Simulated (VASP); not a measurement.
Write the native input for VASP 6.6.1 that does the following.

| Quantity | Value |
| --- | --- |
| Task | relaxation of cell and atoms |
| Functional | PBEsol |
| Potentials or basis | VASP PAW PBE potentials, release 64 (Si, F) |
| Cutoff | 600 eV |
| k mesh | 9 × 9 × 9 |
| Occupations | fermi-dirac, width 0.05 eV |
| Spin | no spin polarisation |
| Target pressure | 10 GPa |
| Dipole correction | no |
| Further INCAR settings | ALGO = Normal; EDIFF = 1e-06; IBRION = 2; EDIFFG = -0.01; NSW = 60; ISIF = 3 |

The structure of SiF lies in POSCAR:

```
SiF
1.0
    3.0286000000      0.0000000000      0.0000000000
    0.0000000000      3.0286000000      0.0000000000
    0.0000000000      0.0000000000      3.0286000000
Si F
1 1
Direct
    0.5000000000      0.5000000000      0.5000000000
    0.0000000000      0.0000000000      0.0000000000
```

These files were run (other wordings do the same):

INCAR

```
SYSTEM = SiF
PREC     = Accurate       ! precision mode
ENCUT    = 600            ! plane-wave cutoff, eV
EDIFF    = 1E-6           ! SCF threshold, eV
ISMEAR   = -1             ! smearing method
SIGMA    = 0.05           ! smearing width, eV
LREAL    = .False.        ! projectors in reciprocal space
LASPH    = .True.         ! aspherical terms in the spheres
NELM     = 100            ! most SCF steps
ALGO     = Normal         ! electronic algorithm
ISIF     = 3              ! what is computed and relaxed
LWAVE    = .False.        ! write WAVECAR
LCHARG   = .False.        ! write CHGCAR
GGA      = PS             ! functional
IBRION   = 2              ! ionic algorithm
NSW      = 60             ! ionic steps
EDIFFG   = -0.01          ! ionic threshold
PSTRESS  = 100.0
```

KPOINTS

```
Automatic mesh
0
Gamma
  9 9 9
  0 0 0
```

Potentials or basis: VASP PAW PBE potentials, release 64 (Si, F).

Run with:

```sh
$ cat potpaw_PBE.64/Si/POTCAR potpaw_PBE.64/F/POTCAR > POTCAR
$ mpirun -np 1 vasp_std > vasp.out
```

Results of the run:

```
Relaxed volume                                         : 12.03 Å³/atom
Relaxed cell                                           : a = 2.887 Å, b = 2.887 Å, c = 2.887 Å, α = 90.00°, β = 90.00°, γ = 90.00°
Space group after relaxing (to 0.05 Å)                 : Pm-3m (No. 221)
Energy change on relaxing (the enthalpy is what falls) : +26.0 meV/atom
Ionic steps                                            : 3
Pressure after relaxing                                : 10.0 GPa
```

Caveat: the cell is relaxed towards a set pressure, so the enthalpy falls and the energy may rise; the PAW data sets were made with another functional, which shifts forces and pressure a little; an odd number of electrons without spin polarisation forces a metal; a magnetic or distorted state may lie lower.

Run time: 19 s on 1 thread of Intel(R) Xeon(R) Platinum 8259CL CPU @ 2.50GHz (Skylake/Cascade Lake), on a shared host, peak memory 0.14 GiB.
